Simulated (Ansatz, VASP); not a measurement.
# Two plane-wave programs on Ni3B2W

```
CELL_PARAMETERS angstrom
4.79672 0.00000 0.00000
-2.39836 4.15408 0.00000
0.00000 0.00000 2.90934
ATOMIC_POSITIONS crystal
Ni 0.50000 0.00000 0.50000
Ni 0.50000 0.50000 0.50000
Ni 0.00000 0.50000 0.50000
B 0.33333 0.66667 0.00000
B 0.66667 0.33333 0.00000
W 0.00000 0.00000 0.00000
```

Alike in both runs: functional r2SCAN; k mesh 4 × 4 × 6; no spin polarisation.

Ansatz relaxed the structure, and its values are those at the end. VASP's run is a single point on that final structure, the one shown.

|  | VASP | Ansatz |
| --- | --- | --- |
| version | VASP 6.6.1 | Ansatz 0.2.0 |
| potentials or method | VASP PAW PBE potentials, release 64 (Ni, B, W_sv), cutoff 520 eV | PAW plane waves |
| occupations | fermi-dirac, width 0.1 eV | fermi-dirac |
| valence electrons in the cell | 50 | 74 |

Ansatz gave:

| Property | Result |
| --- | --- |
| gap on the k mesh at the Fermi level (eV) | none |
| pressure (GPa) | 0.0 |

**Question.** Which values does VASP return?

**Answer.** gap on the k mesh at the Fermi level (eV): none; pressure (GPa): 0.3.

VASP's potentials were made for PBE, not for r2SCAN. A gap of «none» marks a metal or a gap that the smearing closes. VASP's potentials hold 50 valence electrons a cell and Ansatz's 74, so a difference there can come from the potentials and not from the codes. Ansatz's warnings: structure snapped to symmetry.

The k mesh is coarse, so the values compare programs but aren't converged. Spin-orbit coupling is off throughout.
